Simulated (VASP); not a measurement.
Crystal: C.

```
C
1.0
     0.00000    2.12700    3.34800
     1.22800    0.00000    3.34800
     1.22800    2.12700    0.00000
C
2
Direct
  0.16667 0.83333 0.16667
  0.83333 0.16667 0.83333
```

Base run:

```yaml
Program: VASP 6.6.1
Functional: LDA
Potentials_or_basis: VASP PAW LDA potentials, release 64 (C)
Cutoff: 520 eV
k_mesh: 8 × 8 × 8
Occupations: methfessel-paxton, width 0.15 eV
Spin: no spin polarisation
```

Its results: band gap on the k mesh 0.99 eV, indirect (least direct gap 1.33 eV); pressure -3.0 GPa; largest force 0.052 eV/Å.

Question: The run is repeated on the same cell with these changes: k mesh from 8 × 8 × 8 to 4 × 4 × 4. What comes out?

Answer: Band gap on the k mesh 2.42 eV, indirect (least direct gap 3.93 eV); pressure -3.5 GPa; largest force 0.021 eV/Å.

Caveats: some runs use coarse meshes.

A k mesh can miss the band edges.
